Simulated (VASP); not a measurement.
Wanted: the native input for a VASP 6.6.1 run.

- Task: relaxation of cell and atoms
- Functional: PBE
- Potentials or basis: VASP PAW PBE potentials, release 64 (Na_pv, Mo_sv)
- Cutoff: 600 eV
- k mesh: 16 × 16 × 16
- Occupations: gaussian, width 0.1 eV
- Spin: no spin polarisation
- Dipole correction: no
- Further INCAR settings: ALGO = Fast; EDIFF = 1e-06; IBRION = 2; EDIFFG = -0.01; NSW = 100; ISIF = 3

The structure of NaMo lies in POSCAR:

```
NaMo
1.0
    3.3138612746      0.0000000000      0.0000000000
    0.0000000000      3.3138612746      0.0000000000
    0.0000000000      0.0000000000      3.3138612746
Na Mo
1 1
Direct
    0.0000000000      0.0000000000      0.0000000000
    0.5000000000      0.5000000000      0.5000000000
```

The input as run:

INCAR

```
  PREC = Accurate
  ENCUT = 600
  EDIFF = 1E-6
  ISMEAR = 0
  SIGMA = 0.1
  LREAL = False
  LASPH = True
  NELM = 80
  ALGO = Fast
  ISIF = 3
  LWAVE = False
  LCHARG = False
  GGA = PE
  IBRION = 2
  NSW = 100
  EDIFFG = -0.01
```

KPOINTS

```
regular mesh
0
Gamma
  16 16 16
```

Potentials or basis: VASP PAW PBE potentials, release 64 (Na_pv, Mo_sv).

Launch:

```console
$ cat potpaw_PBE.64/Na_pv/POTCAR potpaw_PBE.64/Mo_sv/POTCAR > POTCAR
$ mpirun -np 1 vasp_std > vasp.out
```

It gave:

```
Relaxed volume                        : 18.46 Å³/atom
Relaxed cell                          : a = 3.330 Å, b = 3.330 Å, c = 3.330 Å, α = 90.00°, β = 90.00°, γ = 90.00°
Space group after relaxing (to 0.1 Å) : Pm-3m (No. 221)
Energy gained by relaxing             : 0.8 meV/atom
Ionic steps                           : 3
Pressure after relaxing               : 0.1 GPa
Band gap on the k mesh                : zero (an odd number of electrons rules out a gap without spin polarisation)
```

Wall time 3.5 min on 1 thread of Oxide Virtual Turin-like Processor, on a shared host, peak memory 0.21 GiB.
